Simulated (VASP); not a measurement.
B:

```
B
1.0
     2.20349    0.00000    0.00000
    -1.10175    1.90828    0.00000
     0.00000    0.00000    7.10670
B
4
Direct
  0.00000 0.00000 0.00000
  0.00000 0.00000 0.50000
  0.33333 0.66667 0.75000
  0.66667 0.33333 0.25000
```

* Program: VASP 6.6.1
* Task: relaxation of cell and atoms
* Functional: PBEsol
* Potentials or basis: VASP PAW PBE potentials, release 64 (B)
* Cutoff: 600 eV
* k mesh: 9 × 9 × 4
* Occupations: gaussian, width 0.1 eV
* Spin: no spin polarisation

At the start: pressure -39.9 GPa; volume 7.47 Å³/atom.

Problem. Where does the relaxation end?

Solution. Over 20 steps the energy falls by 385.2 meV/atom and the volume is 6.35 Å³/atom (-14.9 %); space group P6_3/mmc (No. 194, to 0.05 Å).

Step by step:
```tsv
step	energy change (eV)	largest force (eV/Å)	pressure (GPa)	volume (Å³)
1	0.0000	0.0000	-39.94	29.88
2	-0.9488	0.0000	12.93	22.53
3	-0.9830	0.0000	0.77	23.46
4	-1.0257	0.0000	1.86	23.42
5	-1.0147	0.0000	8.52	23.21
6	-1.0561	0.0000	3.69	23.75
7	-1.1890	0.0000	-7.69	25.37
8	-1.2690	0.0000	-23.38	28.66
9	-1.2595	0.0000	-13.67	26.32
10	-1.3063	0.0000	-18.78	27.49
11	-1.3109	0.0000	-19.07	27.57
12	-1.3197	0.0000	-20.01	27.82
13	-1.3135	0.0000	-21.73	28.31
14	-1.3212	0.0000	-20.54	27.96
15	-1.3286	0.0000	-20.27	27.91
16	-1.3501	0.0000	-19.43	27.77
17	-1.3900	0.0000	-17.66	27.50
18	-1.4571	0.0000	-13.63	26.95
19	-1.5332	0.0000	-4.18	25.88
20	-1.5407	0.0000	0.48	25.42
```

Final structure:
```
B
1.0
     2.32091    0.00000    0.00000
    -1.16045    2.00996    0.00000
     0.00000    0.00000    5.44906
B
4
Cartesian
  0.0000 0.0000 0.0000
  0.0000 0.0000 2.7245
  0.0000 1.3400 4.0868
  1.1605 0.6700 1.3623
```

Caveat: the k points lie up to 0.35 Å⁻¹ apart in the final cell; the PAW data sets were made with another functional, which shifts forces and pressure a little.
